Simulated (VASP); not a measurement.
A run of VASP 6.6.1:

Contents of INCAR:

```
PREC     = Accurate       # precision mode
ENCUT    = 520            # plane-wave cutoff, eV
EDIFF    = 1E-6           # SCF threshold, eV
ISMEAR   = -1             # smearing method
SIGMA    = 0.05           # smearing width, eV
LREAL    = False          # projectors in reciprocal space
LASPH    = True           # aspherical terms in the spheres
NELM     = 100            # most SCF steps
ALGO     = Normal         # electronic algorithm
ISIF     = 2              # what is computed and relaxed
LWAVE    = False          # write WAVECAR
LCHARG   = False          # write CHGCAR
NBANDS   = 18             # bands
```

Contents of KPOINTS:

```
regular mesh
0
Gamma
  11 11 11
```

File POSCAR:

```
CuAu
1.0
    1.4333716108      0.8275574853      4.2276049958
   -1.4333716108      0.8275574853      4.2276049958
    0.0000000000     -1.6551149707      4.2276049958
Au Cu
1 1
Direct
    0.0000000000      0.0000000000      0.0000000000
    0.5000000000      0.5000000000      0.5000000000
```

Potentials or basis: VASP PAW LDA potentials, release 64 (Au, Cu).

Run with:

```sh
$ cat potpaw_LDA.64/Au/POTCAR potpaw_LDA.64/Cu/POTCAR > POTCAR
$ mpirun -np 1 vasp_std > vasp.out
```

Hardware: 1 thread of Intel(R) Xeon(R) 6975P-C (Granite Rapids), with other jobs on the host.

Task: How long does it take, and how much memory?

Result: Wall time 50 s on 1 thread of Intel(R) Xeon(R) 6975P-C (Granite Rapids), with other jobs on the host, peak memory 0.23 GiB. Counts: scf iterations 13, k points 146.
